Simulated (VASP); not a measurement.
# CuRu4 (Im-3m) in VASP: further runs

The runs below take CuRu4 through single point, relaxation of cell and atoms, with PBE.

Program: VASP 6.6.1. These are calculated values, not measurements. Logs are shortened: lines on timing, memory, paths and dates and some standing lists are left out, and cuts for length are marked.

### 1 The cell of the first run

The structure is cubic, space group Im-3m (No. 229). The conventional cell has a = 5.445 Å, b = 5.445 Å, c = 5.445 Å, α = 90.00°, β = 90.00°, γ = 90.00°. Within 3.1 Å of Cu (site symmetry m-3m) lie 8 Ru at 2.36 Å. Within 3.1 Å of Ru (site symmetry -3m) lie 2 Cu at 2.36 Å and 6 Ru at 2.72 Å.

### 2 Single point, PBE

INCAR

```
SYSTEM = CuRu4
PREC     = Accurate       ! precision mode
ENCUT    = 520            ! plane-wave cutoff, eV
EDIFF    = 1E-6           ! SCF threshold, eV
ISMEAR   = 0              ! smearing method
SIGMA    = 0.1            ! smearing width, eV
LREAL    = .FALSE.        ! projectors in reciprocal space
LASPH    = .TRUE.         ! aspherical terms in the spheres
NELM     = 100            ! most SCF steps
ALGO     = Normal         ! electronic algorithm
ISIF     = 2              ! what is computed and relaxed
LWAVE    = .FALSE.        ! write WAVECAR
LCHARG   = .FALSE.        ! write CHGCAR
GGA      = PE             ! functional
NBANDS   = 42             ! bands
```

KPOINTS

```
regular mesh
0
G
  10 10 10
  0 0 0
```

POSCAR

```
CuRu4
1.0
   -2.7226989575      2.7226989575      2.7226989575
    2.7226989575     -2.7226989575      2.7226989575
    2.7226989575      2.7226989575     -2.7226989575
Cu Ru
1 4
Direct
    0.0000000000      0.0000000000      0.0000000000
    0.0000000000      0.0000000000      0.5000000000
    0.5000000000      0.0000000000      0.0000000000
    0.0000000000      0.5000000000      0.0000000000
    0.5000000000      0.5000000000      0.5000000000
```

Potentials or basis: VASP PAW PBE potentials, release 64 (Cu, Ru_pv).

On the command line:

```
$ cat potpaw_PBE.64/Cu/POTCAR potpaw_PBE.64/Ru_pv/POTCAR > POTCAR
$ mpirun -np 1 vasp_std > vasp.out
```

OUTCAR:

```text
SYSTEM = CuRu4
   PREC = Accurate
   ENCUT = 520
   EDIFF = 1E-6
   ISMEAR = 0
   LREAL = .FALSE.
   LASPH = .TRUE.
   NELM = 100
   ISIF = 2
   GGA = PE

 ion  position               nearest neighbor table
   1  0.000  0.000  0.000-   2 2.36   3 2.36   4 2.36   5 2.36   2 2.36   4 2.36   3 2.36   5 2.36

   2  0.000  0.000  0.500-   1 2.36   1 2.36   4 2.72   5 2.72   3 2.72   4 2.72   3 2.72   5 2.72

   3  0.500  0.000  0.000-   1 2.36   1 2.36   4 2.72   5 2.72   5 2.72   2 2.72   2 2.72   4 2.72

   4  0.000  0.500  0.000-   1 2.36   1 2.36   3 2.72   5 2.72   2 2.72   2 2.72   5 2.72   3 2.72

   5  0.500  0.500  0.500-   1 2.36   1 2.36   3 2.72   4 2.72   3 2.72   4 2.72   2 2.72   2 2.72

  LATTYP: Found a body centered cubic cell.
 ALAT       =     5.4453979150

  Lattice vectors:

 A1 = (  -2.7226989575,   2.7226989575,   2.7226989575)
 A2 = (   2.7226989575,  -2.7226989575,   2.7226989575)
 A3 = (   2.7226989575,   2.7226989575,  -2.7226989575)

Analysis of symmetry for initial positions (statically):
=====================================================================
 Subroutine PRICEL returns:
 Original cell was already a primitive cell.

 Routine SETGRP: Setting up the symmetry group for a
 body centered cubic supercell.

 Subroutine GETGRP returns: Found 48 space group operations
 (whereof 48 operations were pure point group operations)
 out of a pool of 48 trial point group operations.

The static configuration has the point symmetry O_h .

Analysis of symmetry for dynamics (positions and initial velocities):
=====================================================================
 Subroutine PRICEL returns:
 Original cell was already a primitive cell.

 Routine SETGRP: Setting up the symmetry group for a
 body centered cubic supercell.

 Subroutine GETGRP returns: Found 48 space group operations
 (whereof 48 operations were pure point group operations)
 out of a pool of 48 trial point group operations.

The dynamic configuration has the point symmetry O_h .

 Subroutine INISYM returns: Found 48 space group operations
 (whereof 48 operations are pure point group operations),
 and found     1 'primitive' translations

----------------------------------------------------------------------------------------

                                     Primitive cell

  volume of cell :      80.7344

  direct lattice vectors                    reciprocal lattice vectors
    -2.722698958  2.722698958  2.722698958     0.000000000  0.183641309  0.183641309
     2.722698958 -2.722698958  2.722698958     0.183641309  0.000000000  0.183641309
     2.722698958  2.722698958 -2.722698958     0.183641309  0.183641309  0.000000000

  length of vectors
     4.715852928  4.715852928  4.715852928     0.259708030  0.259708030  0.259708030

  position of ions in fractional coordinates (direct lattice)
     0.000000000  0.000000000  0.000000000
     0.000000000  0.000000000  0.500000000
     0.500000000  0.000000000  0.000000000
     0.000000000  0.500000000  0.000000000
     0.500000000  0.500000000  0.500000000

  ion indices of the primitive-cell ions
   primitive index   ion index
                 1           1
                 2           2
                 3           3
                 4           4
                 5           5

----------------------------------------------------------------------------------------

 KPOINTS: regular mesh

Automatic generation of k-mesh.
 Grid dimensions read from file:
 generate k-points for:   10   10   10

 Generating k-lattice:

  Cartesian coordinates                     Fractional coordinates (reciprocal lattice)
     0.000000000  0.018364131  0.018364131     0.100000000  0.000000000  0.000000000
     0.018364131  0.000000000  0.018364131     0.000000000  0.100000000  0.000000000
     0.018364131  0.018364131  0.000000000     0.000000000  0.000000000  0.100000000

  Length of vectors
     0.025970803  0.025970803  0.025970803

  Shift w.r.t. Gamma in fractional coordinates (k-lattice)
     0.000000000  0.000000000  0.000000000

 Subroutine IBZKPT returns following result:
 ===========================================

 Found     47 irreducible k-points:

 Following reciprocal coordinates:
            Coordinates               Weight
  0.000000  0.000000  0.000000      1.000000
  0.100000  0.000000  0.000000     12.000000
  0.200000  0.000000  0.000000     12.000000
  0.300000  0.000000  0.000000     12.000000
  0.400000  0.000000  0.000000     12.000000
  0.500000  0.000000  0.000000      6.000000
[... 16 lines left out ...]
  0.300000  0.300000  0.100000      8.000000
 -0.300000  0.300000  0.100000     24.000000
 [... further k-points ...]
   k-points           NKPTS =     47   k-points in BZ     NKDIM =     47   number of bands    NBANDS=     42
   number of dos      NEDOS =    301   number of ions     NIONS =      5
   total plane-waves  NPLWV =  46656
   dimension x,y,z NGX =    36 NGY =   36 NGZ =   36
   dimension x,y,z NGXF=    72 NGYF=   72 NGZF=   72
   ions per type =               1   4
   NGX,Y,Z   is equivalent  to a cutoff of  12.69, 12.69, 12.69 a.u.
   NGXF,Y,Z  is equivalent  to a cutoff of  25.38, 25.38, 25.38 a.u.
 SYSTEM =  CuRu4
   PREC   = accura    normal or accurate (medium, high low for compatibility)
   ISTART =      0    job   : 0-new  1-cont  2-samecut
   ICHARG =      2    charge: 1-file 2-atom 10-const
   ISPIN  =      1    spin polarized calculation?
   LNONCOLLINEAR =      F non collinear calculations
   LSORBIT =      F    spin-orbit coupling
   LASPH  =      T    aspherical Exc in radial PAW
   ENCUT  =  520.0 eV  38.22 Ry    6.18 a.u.   8.77  8.77  8.77*2*pi/ulx,y,z
   NELM   =    100;   NELMIN=  2; NELMDL= -5     # of ELM steps
   EDIFF  = 0.1E-05   stopping-criterion for ELM
   LREAL  =      F    real-space projection
   EDIFFG = 0.1E-04   stopping-criterion for IOM
   NSW    =      0    number of steps for IOM
   IBRION =     -1    ionic relax: 0-MD 1-quasi-New 2-CG
   NFREE  =      0    steps in history (QN), initial steepest desc. (CG)
   ISIF   =      2    stress and relaxation
   ISYM   =      2    0-nonsym 1-usesym 2-fastsym
   POTIM  = 0.5000    time-step for ionic-motion
   TEBEG  =    0.0;   TEEND  =   0.0 temperature during run
   PSTRESS=    0.0 pullay stress
   NELECT =      67.0000    total number of electrons
   NUPDOWN=      -1.0000    fix difference up-down
   EMIN   =  10.00;   EMAX   =-10.00  energy-range for DOS
   EFERMI =   0.00;   METHOD = LEGACY
   ISMEAR =     0;   SIGMA  =   0.10  broadening in eV -4-tet -1-fermi 0-gaus
   EFERMI_NEDOS =   21; number of points for ismear=-14 and -15
   IALGO  =     38    algorithm
   IMIX   =      4    mixing-type and parameters
     AMIX     =   0.40;   BMIX     =  1.00
     AMIX_MAG =   1.60;   BMIX_MAG =  1.00
  volume/ion in A,a.u.               =      16.15       108.96
  Fermi-wavevector in a.u.,A,eV,Ry     =   1.538439  2.907227 32.202174  2.366793
  Thomas-Fermi vector in A             =   2.644807
   LORBIT       =      0    0 simple, 1 ext, 2 COOP (PROOUT), +10 PAW based schemes
   GGA     = PE    functional components
   LHFCALC =     F    Hartree Fock is set to
   AEXX    =    0.0000 exact exchange contribution
   IVDW    =     0    specifies the selected vdW correction
   LEPSILON=     F    determine dielectric tensor
   LRPA    =     F    only Hartree local field effects (RPA)
 non-spin polarized calculation
 Gauss-broadening in eV      SIGMA  =   0.10
  energy-cutoff  :      520.00
  volume of cell :       80.73
 maximum number of plane-waves:      2214
   NGX = 17   NGY = 17   NGZ = 17

 number of electron      66.9999973 magnetization

 Free energy of the ion-electron system (eV)
  ---------------------------------------------------
  ext. energy  EPLUGINS =         0.00000000
  ---------------------------------------------------
  free energy    TOTEN  =       -33.73493506 eV

  energy without entropy =      -33.68475817  energy(sigma->0) =      -33.70984661

 E-fermi :   8.7831     XC(G=0): -12.4873

 val. band max:        8.7805081099   @ k =   0.3000   0.3000   0.0000
 cond. band min:       8.7832943014   @ k =   0.5000   0.0000   0.0000
 fundamental gap:      0.0027861914
 Fermi energy:         8.7831073728

 k-point     1 :       0.0000    0.0000    0.0000
  band No.  band energies     occupation
      1     -34.0645      2.00000
      2     -34.0645      2.00000
      3     -34.0645      2.00000
      4     -33.8956      2.00000
      5     -33.8956      2.00000
      6     -33.8956      2.00000
[... 34 lines left out ...]
     41      11.3214      0.00000
     42      13.6045      0.00000

 k-point     2 :       0.1000    0.0000    0.0000
  band No.  band energies     occupation
      1     -34.0612      2.00000
      2     -34.0601      2.00000
      3     -34.0523      2.00000
      4     -33.8909      2.00000
      5     -33.8905      2.00000
      6     -33.8832      2.00000
[... 34 lines left out ...]
     41      12.0622      0.00000
     42      13.4068      0.00000

 k-point     3 :       0.2000    0.0000    0.0000
  band No.  band energies     occupation
      1     -34.0530      2.00000
      2     -34.0491      2.00000
      3     -34.0168      2.00000
      4     -33.8757      2.00000
      5     -33.8737      2.00000
      6     -33.8470      2.00000
[... 34 lines left out ...]
     41      12.9028      0.00000
     42      13.3543      0.00000

 k-point     4 :       0.3000    0.0000    0.0000
  band No.  band energies     occupation
      1     -34.0439      2.00000
      2     -34.0370      2.00000
      3     -33.9616      2.00000
      4     -33.8480      2.00000
      5     -33.8434      2.00000
      6     -33.7907      2.00000
[... 844 lines left out ...]
     41      13.0295      0.00000
     42      13.5078      0.00000

 k-point    23 :       0.3000    0.3000    0.1000
  band No.  band energies     occupation
      1     -33.9764      2.00000
      2     -33.8778      2.00000
      3     -33.8695      2.00000
      4     -33.8695      2.00000
      5     -33.7538      2.00000
      6     -33.7538      2.00000
[... 34 lines left out ...]
     41      11.0129      0.00000
     42      17.4651      0.00000

 k-point    24 :      -0.3000    0.3000    0.1000
  band No.  band energies     occupation
      1     -34.0749      2.00000
      2     -34.0104      2.00000
      3     -33.9680      2.00000
      4     -33.8893      2.00000
      5     -33.7887      2.00000
      6     -33.7696      2.00000
[... 34 lines left out ...]
     41      13.5161      0.00000
     42      14.2262      0.00000

 [... further k-points ...]

------------------------ aborting loop because EDIFF is reached ----------------------------------------

  FORCE on cell =-STRESS in cart. coord.  units (eV):
  Direction    XX          YY          ZZ          XY          YZ          ZX
  --------------------------------------------------------------------------------------
  -------------------------------------------------------------------------------------
  Total       -0.0210312     -0.0210312     -0.0210312     -0.0000000     -0.0000000     -0.0000000
  in kB       -0.4173640     -0.4173640     -0.4173640     -0.0000000     -0.0000000     -0.0000000
  external PRESSURE =      -0.4173640 kB  Pullay stress =       0.0000000 kB

 VOLUME and BASIS-vectors are now :
 -----------------------------------------------------------------------------
  energy-cutoff  :      520.00
  volume of cell :       80.73
      direct lattice vectors                 reciprocal lattice vectors
    -2.722698958  2.722698958  2.722698958     0.000000000  0.183641309  0.183641309
     2.722698958 -2.722698958  2.722698958     0.183641309  0.000000000  0.183641309
     2.722698958  2.722698958 -2.722698958     0.183641309  0.183641309  0.000000000

 POSITION                                       TOTAL-FORCE (eV/Angst)
 -----------------------------------------------------------------------------------
      0.00000      0.00000      0.00000        -0.000000      0.000000      0.000000
      1.36135      1.36135     -1.36135        -0.000000      0.000000     -0.000000
     -1.36135      1.36135      1.36135         0.000000     -0.000000     -0.000000
      1.36135     -1.36135      1.36135         0.000000      0.000000     -0.000000
      1.36135      1.36135      1.36135         0.000000     -0.000000      0.000000
 -----------------------------------------------------------------------------------
    total drift:                                0.000000     -0.000000      0.000000

  FREE ENERGIE OF THE ION-ELECTRON SYSTEM (eV)
  ---------------------------------------------------
  free  energy   TOTEN  =       -33.7349350557 eV

  energy  without entropy=      -33.6847581709  energy(sigma->0) =      -33.70984661
```

Run time: 59 s. Hardware: 1 thread of Intel Xeon 6975P-C (Granite Rapids), shared host; peak memory 0.28 GiB.

Results:

```yaml
Free_energy: -33.7349 eV
Pressure: 0.0 GPa
```

(Part 1 of 2 ends here.)
